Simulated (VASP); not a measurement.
Runs of VASP 6.6.1 on TiCo3. The structure is that of space group Pm-3m (No. 221), or close to it. The cells are those of the table. 

```csv
cell,k mesh,smearing,gap on the mesh (eV),pressure (GPa),moment (μB)
"a = 3.564, b = 3.564, c = 3.485 Å, 4 atoms",14 × 14 × 14,gaussian 0.1 eV,none,-2.5,0.59
"a = 3.528 Å, 4 atoms",14 × 14 × 14,gaussian 0.1 eV,none,(a),(b)
"a = 3.458, b = 3.458, c = 3.571 Å, 4 atoms",14 × 14 × 14,gaussian 0.1 eV,none,6.3,(c)
"a = 3.505 Å, 4 atoms",12 × 12 × 12,gaussian 0.2 eV,none,4.1,0.27
"a = 3.483 Å, 4 atoms",12 × 12 × 12,gaussian 0.1 eV,none,8.9,0.27
"a = 3.504 Å, 4 atoms",12 × 12 × 12,gaussian 0.1 eV,none,4.3,0.55
"a = 3.529 Å, 4 atoms",12 × 12 × 12,gaussian 0.2 eV,none,-0.7,0.59
```

Alike in all rows: task single point; level PBEsol; potentials or basis VASP PAW PBE potentials, release 64 (Ti_sv, Co); spin collinear, ferromagnetic start; cutoff (eV) 520.

Q: Estimate the missing entries.

A: (a) -0.9; (b) 0.52; (c) 0.44.

Caveats: the PAW data sets were made with another functional, which shifts forces and pressure a little; the cell stands under pressure (at least some runs).

A gap of «none» marks levels without a gap at the run's occupations.
